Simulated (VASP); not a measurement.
Input of a VASP 6.6.1 run:

File POSCAR:

```
WSe2
1.0
    3.3141051767      0.0000000000      0.0000000000
   -1.6570525883      2.8700992739      0.0000000000
    0.0000000000      0.0000000000     22.6452608096
W Se
2 4
Direct
    0.6666666667      0.3333333333      0.1518217759
    0.3333333333      0.6666666667      0.8481782241
    0.3333333333      0.6666666667      0.2251755352
    0.6666666667      0.3333333333      0.9215836720
    0.3333333333      0.6666666667      0.0784163280
    0.6666666667      0.3333333333      0.7748244648
```

File INCAR.step1:

```
ALGO = Normal
EDIFF = 1E-4
ENCUT = 520
GGA = PE
ISMEAR = 0
LASPH = True
LCHARG = False
LREAL = False
LWAVE = True
NBANDS = 35
NELM = 100
PREC = Accurate
SIGMA = 0.02
```

File INCAR.step2:

```
ALGO = Normal
EDIFF = 1E-7
ENCUT = 520
ISIF = 2
ISMEAR = 0
ISTART = 1
LASPH = True
LCHARG = True
LELF = True
LMIXTAU = True
LREAL = False
LVHAR = True
LWAVE = False
METAGGA = R2SCAN
NBANDS = 35
NELM = 100
PREC = Accurate
SIGMA = 0.02
```

The input KPOINTS:

```
k-points
0
Gamma
  12 12 2
```

Potentials or basis: VASP PAW PBE potentials, release 64 (W_sv, Se).

The run is started by

```bash
$ cat potpaw_PBE.64/W_sv/POTCAR potpaw_PBE.64/Se/POTCAR > POTCAR
$ cp INCAR.step1 INCAR
$ mpirun -np 1 vasp_std > vasp.out
$ cp INCAR.step2 INCAR
$ mpirun -np 1 vasp_std > vasp.out
```

Q: Predict the largest force.

A: 0.044 eV/Å.

Q: Predict the band gap on the k mesh.

A: 1.60 eV, indirect (least direct gap 1.62 eV).

Forces in eV/Å, atoms in the order of the input:
```
W    0.000  0.000  0.000
W    0.000  0.000  0.000
Se   0.000  0.000  0.042
Se   0.000  0.000  0.044
Se   0.000  0.000 -0.044
Se   0.000  0.000 -0.042
```

Caveat: the PAW data sets were made with another functional, which shifts forces and pressure a little; spin-orbit coupling is left out, which moves the levels of the heavy elements.
